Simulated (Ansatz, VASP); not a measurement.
Two plane-wave programs on Zn

```xyz
1
Lattice="0.0000 1.9648 1.9648 1.9648 0.0000 1.9648 1.9648 1.9648 0.0000" Properties=species:S:1:pos:R:3 pbc="T T T"
Zn    0.0000    0.0000    0.0000
```

Alike in both runs: functional PBE0; k mesh 8 × 8 × 8; no spin polarisation.

|  | VASP | Ansatz |
| --- | --- | --- |
| version | VASP 6.6.1 | Ansatz 0.2.0 |
| potentials or method | VASP PAW PBE potentials, release 64 (Zn) | Ansatz PAW |
| plane-wave cutoff (eV) | 400 | 420 |
| occupations | methfessel-paxton of order 1, width 0.025 eV | cold, width 0.025 eV |
| valence electrons in the cell | 12 | 12 |
| task | single point | projected density of states |

```csv
,VASP,Ansatz,Ansatz less VASP
gap on the k mesh at the Fermi level (eV),none,none,-
pressure (GPa),-0.7,0.2,+0.83
```

A gap of «none» marks a metal or a gap that the smearing closes.
